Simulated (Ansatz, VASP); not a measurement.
# MnO in VASP and in Ansatz

```
Mn O
1.0
     0.00000    2.26646    2.26646
     2.26646    0.00000    2.26646
     2.26646    2.26646    0.00000
Mn O
1 1
Cartesian
  0.0000 0.0000 0.0000
  2.2665 2.2665 2.2665
```

Alike in both runs: task single point; functional PBE; k mesh 6 × 6 × 6; occupations gaussian, width 0.05 eV; collinear spin; Hubbard terms Mn d U = 3.9 eV.

```csv
,VASP,Ansatz
version,VASP 6.6.1,Ansatz 0.2.0
potentials or method,"VASP PAW PBE potentials, release 64 (Mn_pv, O), cutoff 520 eV","scalar-relativistic, plane waves, PAW"
valence electrons in the cell,19,21
```

Ansatz gave:

```
gap on the k mesh at the Fermi level (eV)                     : 0.01
least direct gap on the mesh (eV)                             : 1.40
pressure (GPa)                                                : 0.0
net moment per atom (μB)                                      : 2.50
size of the moment on the site where the two differ most (μB) : 4.32
```

**Question.** Estimate VASP's values.

**Answer.** gap on the k mesh at the Fermi level (eV): 0.11; least direct gap on the mesh (eV): 2.26; pressure (GPa): -1.5; net moment per atom (μB): 2.50; size of the moment on the site where the two differ most (μB): 4.63.

Site moments also hang on the region over which each program counts them. The programs project onto different local orbitals, so the same U acts differently, and such runs can settle in different states. VASP's potentials hold 19 valence electrons a cell and Ansatz's 21, so a difference there can come from the potentials and not from the codes. Ansatz's warnings: filled band counts differ across k points, stability check not made.
